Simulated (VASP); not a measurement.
Input of a VASP 6.6.1 run:

INCAR

```
SYSTEM = Re
PREC = Accurate
ENCUT = 600
EDIFF = 1E-6
ISMEAR = -1
SIGMA = 0.05
LREAL = .False.
LASPH = .True.
NELM = 60
ALGO = Normal
ISIF = 3
LWAVE = .False.
LCHARG = .False.
GGA = RE
IBRION = 2
NSW = 80
EDIFFG = -0.005
```

File KPOINTS:

```
Automatic mesh
0
Gamma
  11 11 6
  0 0 0
```

Contents of POSCAR:

```
Re
1.0
    2.7608000000      0.0000000000      0.0000000000
   -1.3804000000      2.3909229348      0.0000000000
    0.0000000000      0.0000000000      4.4582000000
Re
2
Direct
    0.6666666667      0.3333333333      0.7500000000
    0.3333333333      0.6666666667      0.2500000000
```

Potentials or basis: VASP PAW PBE potentials, release 64 (Re).

Command:

```bash
$ cat potpaw_PBE.64/Re/POTCAR > POTCAR
$ mpirun -np 1 vasp_std > vasp.out
```

Task: What does it give for the relaxed cell?

Result: a = 2.780 Å, b = 2.780 Å, c = 4.494 Å, α = 90.00°, β = 90.00°, γ = 120.00°.

Task: What does it give for the space group after relaxing (to 0.1 Å)?

Result: P6_3/mmc (No. 194).

Final structure:
```xyz
2
Lattice="2.7803 0.0000 0.0000 -1.3902 2.4078 0.0000 0.0000 0.0000 4.4937" Properties=species:S:1:pos:R:3 pbc="T T T"
Re    1.3902    0.8026    3.3703
Re    0.0000    1.6052    1.1234
```

 Zero-point motion and thermal expansion aren't in these numbers.
